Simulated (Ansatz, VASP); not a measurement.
# One calculation of NaH, two programs

```
CELL_PARAMETERS angstrom
0.00000 2.41555 2.41555
2.41555 0.00000 2.41555
2.41555 2.41555 0.00000
ATOMIC_POSITIONS crystal
Na 0.00000 0.00000 0.00000
H 0.50000 0.50000 0.50000
```

Alike in both runs: functional PBE; k mesh 8 × 8 × 8; occupations gaussian, width 0.02 eV; no spin polarisation.

Ansatz relaxed the structure, and its values are those at the end. VASP's run is a single point on that final structure, the one shown.

|  | VASP | Ansatz |
| --- | --- | --- |
| version | VASP 6.6.1 | Ansatz 0.2.0 |
| potentials or method | VASP PAW PBE potentials, release 64 (Na_pv, H), cutoff 500 eV | scalar-relativistic, plane waves, PAW |
| valence electrons in the cell | 8 | 10 |

```tsv
	VASP	Ansatz	Ansatz less VASP
gap on the k mesh at the Fermi level (eV)	3.76	3.76	+0.002
least direct gap on the mesh (eV)	4.62	4.62	+0.005
pressure (GPa)	-0.1	0.0	+0.07
```

VASP's potentials hold 8 valence electrons a cell and Ansatz's 10, so a difference there can come from the potentials and not from the codes.
